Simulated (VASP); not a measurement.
Wanted: the native input for a VASP 6.6.1 run.

| Item | Value |
| --- | --- |
| Task | single point |
| Functional | LDA |
| Potentials or basis | VASP PAW LDA potentials, release 64 (Si, C) |
| Cutoff | 600 eV |
| k mesh | 9 × 9 × 9 |
| Occupations | fermi-dirac, width 0.05 eV |
| Spin | no spin polarisation |
| Dipole correction | no |
| Further INCAR settings | ALGO = Normal; EDIFF = 1e-06; NBANDS = 11 |

The structure of SiC lies in POSCAR:

```
SiC
1.0
    0.0000000000      2.1784270000      2.1784270000
    2.1784270000      0.0000000000      2.1784270000
    2.1784270000      2.1784270000      0.0000000000
Si C
1 1
Direct
    0.0000000000      0.0000000000      0.0000000000
    0.2500000000      0.2500000000      0.2500000000
```

One way to write it, as run:

INCAR

```
SYSTEM = SiC
PREC = Accurate ; ENCUT = 600
EDIFF = 1E-6 ; ISMEAR = -1
SIGMA = 0.05 ; LREAL = .FALSE.
LASPH = .TRUE. ; NELM = 120
ALGO = Normal ; ISIF = 2
LWAVE = .FALSE. ; LCHARG = .TRUE.
GGA = CA ; LELF = .TRUE.
LVHAR = .TRUE. ; NBANDS = 11
GGA_COMPAT = .FALSE.
```

KPOINTS

```
regular mesh
0
G
  9 9 9
  0 0 0
```

Potentials or basis: VASP PAW LDA potentials, release 64 (Si, C).

The run is started by

```bash
$ cat potpaw_LDA.64/Si/POTCAR potpaw_LDA.64/C/POTCAR > POTCAR
$ mpirun -np 1 vasp_std > vasp.out
```

Results of the run:

```
Pressure               : -4.0 GPa
Band gap on the k mesh : 1.45 eV, indirect (least direct gap 4.58 eV)
```

It used 15 s of CPU time on 1 thread of AMD EPYC 7R13 Processor (Zen 3), with other jobs on the host.
